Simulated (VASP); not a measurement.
# TaAs (I4_1md) in VASP: a series of runs

The runs below take TaAs through single point, with PBE, r2SCAN.

Program: VASP 6.6.1. These are calculated values, not measurements. Logs are shortened: lines on timing, memory, paths and dates and some standing lists are left out, and cuts for length are marked.

## (1) The cell of the first run

The structure is tetragonal, space group I4_1md (No. 109). Conventional cell: a = 3.530 Å, b = 3.530 Å, c = 11.977 Å, α = 90.00°, β = 90.00°, γ = 90.00°. Within 3.6 Å of Ta (site symmetry 2mm) lie 6 As at 2.67 to 2.68 Å and 8 Ta at 3.48 to 3.53 Å. Within 3.6 Å of As (site symmetry 2mm) lie 6 Ta at 2.67 to 2.68 Å and 8 As at 3.48 to 3.53 Å.

## (2) Single point, PBE (18.65 Å³/atom)

Contents of INCAR:

```
PREC = Accurate
ENCUT = 520
EDIFF = 1E-6
ISMEAR = -1
SIGMA = 0.02
LREAL = False
LASPH = True
NELM = 60
ALGO = Normal
ISIF = 2
LWAVE = False
LCHARG = True
GGA = PE
LELF = True
LVHAR = True
NBANDS = 24
```

Contents of KPOINTS:

```
Automatic mesh
0
Gamma
  8 8 8
```

Contents of POSCAR:

```
TaAs
1.0
   -1.7648128974      1.7648128974      5.9884637986
    1.7648128974     -1.7648128974      5.9884637986
    1.7648128974      1.7648128974     -5.9884637986
Ta As
2 2
Direct
    0.5001644894      1.0001644894      0.5000000000
    0.7501644894      0.7501644894      0.0000000000
    0.0824349306      0.5824349306      0.5000000000
    0.3324349306      0.3324349306      0.0000000000
```

Potentials or basis: VASP PAW PBE potentials, release 64 (Ta_pv, As).

The run is started by

```console
$ cat potpaw_PBE.64/Ta_pv/POTCAR potpaw_PBE.64/As/POTCAR > POTCAR
$ mpirun -np 1 vasp_std > vasp.out
```

OUTCAR:

```text
PREC = Accurate
   ENCUT = 520
   EDIFF = 1E-6
   ISMEAR = -1
   LREAL = False
   LASPH = True
   NELM = 60
   ISIF = 2
   GGA = PE

 ion  position               nearest neighbor table
   1  0.500  0.000  0.500-   4 2.67   4 2.67   3 2.68   3 2.68   3 2.68   3 2.68   2 3.48   2 3.48
                             2 3.48   2 3.48
   2  0.750  0.750  0.000-   3 2.67   3 2.67   4 2.68   4 2.68   4 2.68   4 2.68   1 3.48   1 3.48
                             1 3.48   1 3.48
   3  0.082  0.582  0.500-   2 2.67   2 2.67   1 2.68   1 2.68   1 2.68   1 2.68
   4  0.332  0.332  0.000-   1 2.67   1 2.67   2 2.68   2 2.68   2 2.68   2 2.68

  LATTYP: Found a body centered tetragonal cell.
 ALAT       =     3.5296257948
 C/A-ratio  =     3.3932570458

  Lattice vectors:

 A1 = (  -1.7648128974,   1.7648128974,   5.9884637986)
 A2 = (   1.7648128974,  -1.7648128974,   5.9884637986)
 A3 = (   1.7648128974,   1.7648128974,  -5.9884637986)

Analysis of symmetry for initial positions (statically):
=====================================================================
 Subroutine PRICEL returns:
 Original cell was already a primitive cell.

 Routine SETGRP: Setting up the symmetry group for a
 body centered tetragonal supercell.

 Subroutine GETGRP returns: Found  8 space group operations
 (whereof  4 operations were pure point group operations)
 out of a pool of 16 trial point group operations.

The static configuration has the point symmetry C_2v.
 The point group associated with its full space group is C_4v.

Analysis of symmetry for dynamics (positions and initial velocities):
=====================================================================
 Subroutine PRICEL returns:
 Original cell was already a primitive cell.

 Routine SETGRP: Setting up the symmetry group for a
 body centered tetragonal supercell.

 Subroutine GETGRP returns: Found  8 space group operations
 (whereof  4 operations were pure point group operations)
 out of a pool of 16 trial point group operations.

The dynamic configuration has the point symmetry C_2v.
 The point group associated with its full space group is C_4v.

 Subroutine INISYM returns: Found  8 space group operations
 (whereof  4 operations are pure point group operations),
 and found     1 'primitive' translations

----------------------------------------------------------------------------------------

                                     Primitive cell

  volume of cell :      74.6058

  direct lattice vectors                    reciprocal lattice vectors
    -1.764812897  1.764812897  5.988463799     0.000000000  0.283316153  0.083493867
     1.764812897 -1.764812897  5.988463799     0.283316153  0.000000000  0.083493867
     1.764812897  1.764812897 -5.988463799     0.283316153  0.283316153  0.000000000

  length of vectors
     6.487744430  6.487744430  6.487744430     0.295362943  0.295362943  0.400669545

  position of ions in fractional coordinates (direct lattice)
     0.500164489  0.000164489  0.500000000
     0.750164489  0.750164489  0.000000000
     0.082434931  0.582434931  0.500000000
     0.332434931  0.332434931  0.000000000

  ion indices of the primitive-cell ions
   primitive index   ion index
                 1           1
                 2           2
                 3           3
                 4           4

----------------------------------------------------------------------------------------

 KPOINTS: Automatic mesh

Automatic generation of k-mesh.
 Grid dimensions read from file:
 generate k-points for:    8    8    8

 Generating k-lattice:

  Cartesian coordinates                     Fractional coordinates (reciprocal lattice)
     0.000000000  0.035414519  0.010436733     0.125000000  0.000000000 -0.000000000
     0.035414519  0.000000000  0.010436733     0.000000000  0.125000000 -0.000000000
     0.035414519  0.035414519  0.000000000     0.000000000  0.000000000  0.125000000

  Length of vectors
     0.036920368  0.036920368  0.050083693

  Shift w.r.t. Gamma in fractional coordinates (k-lattice)
     0.000000000  0.000000000  0.000000000

 Subroutine IBZKPT returns following result:
 ===========================================

 Found     59 irreducible k-points:

 Following reciprocal coordinates:
            Coordinates               Weight
  0.000000  0.000000  0.000000      1.000000
  0.125000  0.000000  0.000000      8.000000
  0.250000  0.000000  0.000000      8.000000
  0.375000  0.000000 -0.000000      8.000000
  0.500000  0.000000  0.000000      4.000000
  0.125000  0.125000  0.000000      8.000000
[... 16 lines left out ...]
  0.250000  0.125000  0.125000     16.000000
  0.375000  0.125000  0.125000      8.000000
 [... further k-points ...]
   k-points           NKPTS =     59   k-points in BZ     NKDIM =     59   number of bands    NBANDS=     24
   number of dos      NEDOS =    301   number of ions     NIONS =      4
   total plane-waves  NPLWV = 110592
   dimension x,y,z NGX =    48 NGY =   48 NGZ =   48
   dimension x,y,z NGXF=    96 NGYF=   96 NGZF=   96
   ions per type =               2   2
   NGX,Y,Z   is equivalent  to a cutoff of  12.30, 12.30, 12.30 a.u.
   NGXF,Y,Z  is equivalent  to a cutoff of  24.60, 24.60, 24.60 a.u.
 SYSTEM =  unknown system
   PREC   = accura    normal or accurate (medium, high low for compatibility)
   ISTART =      0    job   : 0-new  1-cont  2-samecut
   ICHARG =      2    charge: 1-file 2-atom 10-const
   ISPIN  =      1    spin polarized calculation?
   LNONCOLLINEAR =      F non collinear calculations
   LSORBIT =      F    spin-orbit coupling
   LASPH  =      T    aspherical Exc in radial PAW
   ENCUT  =  520.0 eV  38.22 Ry    6.18 a.u.  12.06 12.06 12.06*2*pi/ulx,y,z
   NELM   =     60;   NELMIN=  2; NELMDL= -5     # of ELM steps
   EDIFF  = 0.1E-05   stopping-criterion for ELM
   LREAL  =      F    real-space projection
   EDIFFG = 0.1E-04   stopping-criterion for IOM
   NSW    =      0    number of steps for IOM
   IBRION =     -1    ionic relax: 0-MD 1-quasi-New 2-CG
   NFREE  =      0    steps in history (QN), initial steepest desc. (CG)
   ISIF   =      2    stress and relaxation
   ISYM   =      2    0-nonsym 1-usesym 2-fastsym
   POTIM  = 0.5000    time-step for ionic-motion
   TEBEG  =    0.0;   TEEND  =   0.0 temperature during run
   PSTRESS=    0.0 pullay stress
   NELECT =      32.0000    total number of electrons
   NUPDOWN=      -1.0000    fix difference up-down
   EMIN   =  10.00;   EMAX   =-10.00  energy-range for DOS
   EFERMI =   0.00;   METHOD = LEGACY
   ISMEAR =    -1;   SIGMA  =   0.02  broadening in eV -4-tet -1-fermi 0-gaus
   EFERMI_NEDOS =   21; number of points for ismear=-14 and -15
   IALGO  =     38    algorithm
   IMIX   =      4    mixing-type and parameters
     AMIX     =   0.40;   BMIX     =  1.00
     AMIX_MAG =   1.60;   BMIX_MAG =  1.00
  volume/ion in A,a.u.               =      18.65       125.87
  Fermi-wavevector in a.u.,A,eV,Ry     =   1.234622  2.333097 20.739234  1.524291
  Thomas-Fermi vector in A             =   2.369304
   LORBIT       =      0    0 simple, 1 ext, 2 COOP (PROOUT), +10 PAW based schemes
   GGA     = PE    functional components
   LHFCALC =     F    Hartree Fock is set to
   AEXX    =    0.0000 exact exchange contribution
   IVDW    =     0    specifies the selected vdW correction
   LEPSILON=     F    determine dielectric tensor
   LRPA    =     F    only Hartree local field effects (RPA)
 non-spin polarized calculation
  energy-cutoff  :      520.00
  volume of cell :       74.61
 maximum number of plane-waves:      2050
   NGX = 25   NGY = 25   NGZ = 25

 number of electron      31.9999999 magnetization

 Free energy of the ion-electron system (eV)
  ---------------------------------------------------
  ext. energy  EPLUGINS =         0.00000000
  ---------------------------------------------------
  free energy    TOTEN  =       -34.98698238 eV

  energy without entropy =      -34.98518907  energy(sigma->0) =      -34.98608572

 E-fermi :   6.3366     XC(G=0): -11.5738

 val. band max:        6.3229006165   @ k =  -0.2500   0.2500   0.2500
 cond. band min:       6.3557517481   @ k =  -0.1250   0.5000   0.1250
 fundamental gap:      0.0328511316
 Fermi energy:         6.3365534616

 k-point     1 :       0.0000    0.0000    0.0000
  band No.  band energies     occupation
      1     -28.8012      2.00000
      2     -28.8012      2.00000
      3     -28.7963      2.00000
      4     -28.6711      2.00000
      5     -28.6711      2.00000
      6     -28.6178      2.00000
[... 16 lines left out ...]
     23      10.0605      0.00000
     24      10.0611      0.00000

 k-point     2 :       0.1250    0.0000    0.0000
  band No.  band energies     occupation
      1     -28.8210      2.00000
      2     -28.7997      2.00000
      3     -28.7874      2.00000
      4     -28.6873      2.00000
      5     -28.6693      2.00000
      6     -28.6201      2.00000
[... 16 lines left out ...]
     23       9.8555      0.00000
     24      10.6689      0.00000

 k-point     3 :       0.2500    0.0000    0.0000
  band No.  band energies     occupation
      1     -28.8638      2.00000
      2     -28.7959      2.00000
      3     -28.7709      2.00000
      4     -28.7232      2.00000
      5     -28.6648      2.00000
      6     -28.6282      2.00000
[... 16 lines left out ...]
     23      10.3628      0.00000
     24      11.7710      0.00000
[... 514 lines left out ...]
 k-point    23 :       0.2500    0.1250    0.1250
  band No.  band energies     occupation
      1     -28.8976      2.00000
      2     -28.8515      2.00000
      3     -28.7628      2.00000
      4     -28.7287      2.00000
      5     -28.7038      2.00000
      6     -28.6421      2.00000
[... 16 lines left out ...]
     23      10.5112      0.00000
     24      11.3781      0.00000

 k-point    24 :       0.3750    0.1250    0.1250
  band No.  band energies     occupation
      1     -28.9145      2.00000
      2     -28.8495      2.00000
      3     -28.7761      2.00000
      4     -28.7229      2.00000
      5     -28.6979      2.00000
      6     -28.6492      2.00000
[... 16 lines left out ...]
     23      10.5597      0.00000
     24      10.9931      0.00000

 [... further k-points ...]

------------------------ aborting loop because EDIFF is reached ----------------------------------------

  FORCE on cell =-STRESS in cart. coord.  units (eV):
  Direction    XX          YY          ZZ          XY          YZ          ZX
  --------------------------------------------------------------------------------------
  -------------------------------------------------------------------------------------
  Total       -4.2695218     -4.2695218     -3.6833586      0.0000000      0.0000000      0.0000000
  in kB      -91.6889624    -91.6889624    -79.1009737      0.0000000      0.0000000      0.0000000
  external PRESSURE =     -87.4929662 kB  Pullay stress =       0.0000000 kB

 VOLUME and BASIS-vectors are now :
 -----------------------------------------------------------------------------
  energy-cutoff  :      520.00
  volume of cell :       74.61
      direct lattice vectors                 reciprocal lattice vectors
    -1.764812897  1.764812897  5.988463799     0.000000000  0.283316153  0.083493867
     1.764812897 -1.764812897  5.988463799     0.283316153  0.000000000  0.083493867
     1.764812897  1.764812897 -5.988463799     0.283316153  0.283316153  0.000000000

 POSITION                                       TOTAL-FORCE (eV/Angst)
 -----------------------------------------------------------------------------------
      0.00000      1.76481      0.00197         0.000000     -0.000000     -0.027521
      0.00000      0.00000      8.98467        -0.000000      0.000000     -0.027521
      1.76481      0.00000      0.98732        -0.000000     -0.000000      0.027521
      0.00000      0.00000      3.98155         0.000000      0.000000      0.027521
 -----------------------------------------------------------------------------------
    total drift:                                0.000000      0.000000      0.000228

  FREE ENERGIE OF THE ION-ELECTRON SYSTEM (eV)
  ---------------------------------------------------
  free  energy   TOTEN  =       -34.9869823768 eV

  energy  without entropy=      -34.9851890695  energy(sigma->0) =      -34.98608572
```

It took 94 s on 1 thread of Intel Xeon 6975P-C (Granite Rapids), shared host; peak memory 0.37 GiB.

What came out:

```yaml
Free_energy: -34.9870 eV
Pressure: -8.7 GPa
Largest_force: 0.028 eV/Å
Band_gap_on_the_k_mesh: zero (bands 16 and 17 overlap by 0.04 eV)
```

Forces on the atoms (eV/Å):
```
Ta   0.000  0.000 -0.028
Ta   0.000  0.000 -0.028
As   0.000  0.000  0.028
As   0.000  0.000  0.028
```

Caveat: the cell stands under tension; spin-orbit coupling is left out, which moves the levels of the heavy elements.

## (3) Single point, r2SCAN (16.31 Å³/atom)

This run uses another cell than the first one, of 16.31 Å³/atom.

Contents of POSCAR:

```
TaAs
1.0
   -1.6851336215      1.6851336215      5.7432788044
    1.6851336215     -1.6851336215      5.7432788044
    1.6851336215      1.6851336215     -5.7432788044
Ta As
2 2
Direct
    0.5000125150      1.0000125150      0.5000000000
    0.7500125150      0.7500125150      0.0000000000
    0.0825869050      0.5825869050      0.5000000000
    0.3325869050      0.3325869050      0.0000000000
```

Contents of INCAR.step1:

```
SYSTEM = TaAs
PREC     = Accurate       ! precision mode
ENCUT    = 520            ! plane-wave cutoff, eV
ISMEAR   = -1             ! smearing method
SIGMA    = 0.02           ! smearing width, eV
LREAL    = .False.        ! projectors in reciprocal space
LASPH    = .True.         ! aspherical terms in the spheres
NELM     = 60             ! most SCF steps
NBANDS   = 24             ! bands
GGA      = PE             ! functional
ALGO     = Normal         ! electronic algorithm
EDIFF    = 1E-4           ! SCF threshold, eV
LWAVE    = .True.         ! write WAVECAR
LCHARG   = .False.        ! write CHGCAR
```

Contents of INCAR.step2:

```
SYSTEM = TaAs
PREC     = Accurate       ! precision mode
ENCUT    = 520            ! plane-wave cutoff, eV
EDIFF    = 1E-6           ! SCF threshold, eV
ISMEAR   = -1             ! smearing method
SIGMA    = 0.02           ! smearing width, eV
LREAL    = .False.        ! projectors in reciprocal space
LASPH    = .True.         ! aspherical terms in the spheres
NELM     = 60             ! most SCF steps
ALGO     = Normal         ! electronic algorithm
ISIF     = 2              ! what is computed and relaxed
LWAVE    = .False.        ! write WAVECAR
LCHARG   = .False.        ! write CHGCAR
METAGGA  = R2SCAN         ! meta-GGA
LMIXTAU  = .True.       
NBANDS   = 24             ! bands
ISTART   = 1
```

Contents of KPOINTS:

```
Automatic mesh
0
Gamma
  8 8 8
  0 0 0
```

Potentials or basis: VASP PAW PBE potentials, release 64 (Ta_pv, As).

The run is started by

```console
$ cat potpaw_PBE.64/Ta_pv/POTCAR potpaw_PBE.64/As/POTCAR > POTCAR
$ cp INCAR.step1 INCAR
$ mpirun -np 1 vasp_std > vasp.out
$ cp INCAR.step2 INCAR
$ mpirun -np 1 vasp_std > vasp.out
```

OUTCAR:

```text
SYSTEM = TaAs
   PREC = Accurate
   ENCUT = 520
   EDIFF = 1E-6
   ISMEAR = -1
   LREAL = .False.
   LASPH = .True.
   NELM = 60
   ISIF = 2
   METAGGA = R2SCAN
   ISTART = 1

 ion  position               nearest neighbor table
   1  0.500  0.000  0.500-   4 2.56   4 2.56   3 2.56   3 2.56   3 2.56   3 2.56   2 3.33   2 3.33
                             2 3.33   2 3.33
   2  0.750  0.750  0.000-   3 2.56   3 2.56   4 2.56   4 2.56   4 2.56   4 2.56   1 3.33   1 3.33
                             1 3.33   1 3.33
[... 854 lines left out ...]
  --------------------------------------------------------------------------------------
  -------------------------------------------------------------------------------------
  Total        5.9993531      5.9993531      5.2200629      0.0000000      0.0000000      0.0000000
  in kB      147.3419540    147.3419540    128.2028671      0.0000000      0.0000000      0.0000000
  external PRESSURE =     140.9622583 kB  Pullay stress =       0.0000000 kB

 VOLUME and BASIS-vectors are now :
 -----------------------------------------------------------------------------
  energy-cutoff  :      520.00
  volume of cell :       65.24
      direct lattice vectors                 reciprocal lattice vectors
    -1.685133621  1.685133621  5.743278804     0.000000000  0.296712376  0.087058284
     1.685133621 -1.685133621  5.743278804     0.296712376  0.000000000  0.087058284
     1.685133621  1.685133621 -5.743278804     0.296712376  0.296712376  0.000000000

 POSITION                                       TOTAL-FORCE (eV/Angst)
 -----------------------------------------------------------------------------------
      0.00000      1.68513      0.00014        -0.000000      0.000000      0.025361
      0.00000      0.00000      8.61506         0.000000     -0.000000      0.025361
      1.68513      0.00000      0.94864         0.000000     -0.000000     -0.025361
      0.00000      0.00000      3.82028        -0.000000      0.000000     -0.025361
 -----------------------------------------------------------------------------------
    total drift:                               -0.000002     -0.000002      0.001205

  FREE ENERGIE OF THE ION-ELECTRON SYSTEM (eV)
  ---------------------------------------------------
  free  energy   TOTEN  =      -128.8905476647 eV

  energy  without entropy=     -128.8891631366  energy(sigma->0) =     -128.88985540
```

OUTCAR.step1:

```text
SYSTEM = TaAs
   PREC = Accurate
   ENCUT = 520
   ISMEAR = -1
   LREAL = .False.
   LASPH = .True.
   NELM = 60
[... 880 lines left out ...]
      0.00000      0.00000      8.61506        -0.000000      0.000000      0.048702
      1.68513      0.00000      0.94864         0.000000      0.000000     -0.048702
      0.00000      0.00000      3.82028         0.000000      0.000000     -0.048702
 -----------------------------------------------------------------------------------
    total drift:                                0.000000      0.000000      0.000570

  FREE ENERGIE OF THE ION-ELECTRON SYSTEM (eV)
  ---------------------------------------------------
  free  energy   TOTEN  =       -34.8413729690 eV

  energy  without entropy=      -34.8400115466  energy(sigma->0) =      -34.84069226
```

OSZICAR.step1:

```text
N       E                     dE             d eps       ncg     rms          rms(c)
DAV:   1     0.244947483669E+03    0.24495E+03   -0.16617E+04  2832   0.131E+03
DAV:   2    -0.265649013880E+02   -0.27151E+03   -0.25955E+03  3344   0.357E+02
DAV:   3    -0.363280957138E+02   -0.97632E+01   -0.95794E+01  3672   0.621E+01
DAV:   4    -0.364431924916E+02   -0.11510E+00   -0.11502E+00  3224   0.699E+00
DAV:   5    -0.364444811797E+02   -0.12887E-02   -0.12883E-02  3688   0.655E-01    0.239E+01
DAV:   6    -0.349547931550E+02    0.14897E+01   -0.33825E+00  3392   0.121E+01    0.106E+01
DAV:   7    -0.348569057097E+02    0.97887E-01   -0.42241E-01  3720   0.431E+00    0.277E+00
DAV:   8    -0.348414687632E+02    0.15437E-01   -0.36466E-02  3144   0.996E-01    0.229E-01
DAV:   9    -0.348413547695E+02    0.11399E-03   -0.28301E-03  3376   0.314E-01    0.108E-01
DAV:  10    -0.348413729690E+02   -0.18200E-04   -0.24118E-04  2816   0.128E-01
   1 F= -.34841373E+02 E0= -.34840692E+02  d E =-.136142E-02
```

It took 5.7 min on 1 thread of Intel Xeon 6975P-C (Granite Rapids), shared host; peak memory 0.4 GiB.

What came out:

```
Free energy            : -128.8905 eV
Pressure               : 14.1 GPa
Largest force          : 0.025 eV/Å
Band gap on the k mesh : zero (bands 16 and 17 overlap by 0.06 eV)
```

Forces in eV/Å, atoms in the order of the input:
```
Ta   0.000  0.000  0.025
Ta   0.000  0.000  0.025
As   0.000  0.000 -0.025
As   0.000  0.000 -0.025
```

Stress tensor (GPa, compression positive):
```
14.73  0.00  0.00
 0.00 14.73  0.00
 0.00  0.00 12.82
```

Caveat: the cell stands under pressure; the PAW data sets were made with another functional, which shifts forces and pressure a little; spin-orbit coupling is left out, which moves the levels of the heavy elements.
